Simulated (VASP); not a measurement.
A run of VASP 6.6.1:

The input INCAR:

```
PREC = Accurate ; ENCUT = 520
EDIFF = 1E-6 ; ISMEAR = 0
SIGMA = 0.02 ; LREAL = Auto
LASPH = T ; NELM = 80
ALGO = Normal ; ISIF = 2
LWAVE = F ; LCHARG = T
GGA = PS ; LELF = T
LVHAR = T ; NBANDS = 86
```

File KPOINTS:

```
regular mesh
0
Gamma
  6 6 6
```

Contents of POSCAR:

```
InGa7N8
1.0
    0.0000000000      0.0000000000     -5.2498497719
    3.2276209465      5.5904034669      0.0000000000
    3.2276209465     -5.5904034669      0.0000000000
In Ga N
1 7 8
Direct
   -0.0007258996      0.1666666667      0.3333333333
    0.0019994726      0.1670935096      0.8335467548
    0.0019994726      0.6664532452      0.3329064904
    0.0019994726      0.6664532452      0.8335467548
    0.4997827202      0.3363576166      0.6727152331
    0.4997827202      0.3363576166      0.1636423834
    0.5024119535      0.8333333333      0.6666666667
    0.4997827202      0.8272847669      0.1636423834
    0.5917065980      0.1666666667      0.3333333333
    0.6275570266      0.1653688116      0.8326844058
    0.6275570266      0.6673155942      0.3346311884
    0.6275570266      0.6673155942      0.8326844058
    0.1308743956      0.3439485996      0.6878971992
    0.1308743956      0.3439485996      0.1560514004
    0.1259665033      0.8333333333      0.6666666667
    0.1308743956      0.8121028008      0.1560514004
```

Potentials or basis: VASP PAW PBE potentials, release 64 (In_d, Ga_d, N).

The run is started by

```bash
$ cat potpaw_PBE.64/In_d/POTCAR potpaw_PBE.64/Ga_d/POTCAR potpaw_PBE.64/N/POTCAR > POTCAR
$ mpirun -np 1 vasp_std > vasp.out
```

Hardware: 1 thread of Intel(R) Xeon(R) Platinum 8559C (Emerald Rapids) (shared host).

Q: Estimate the wall time of this run.

A: Run time: 11 min on 1 thread of Intel(R) Xeon(R) Platinum 8559C (Emerald Rapids), on a shared host, peak memory 0.49 GiB. Counts: scf iterations 17, k points 34.
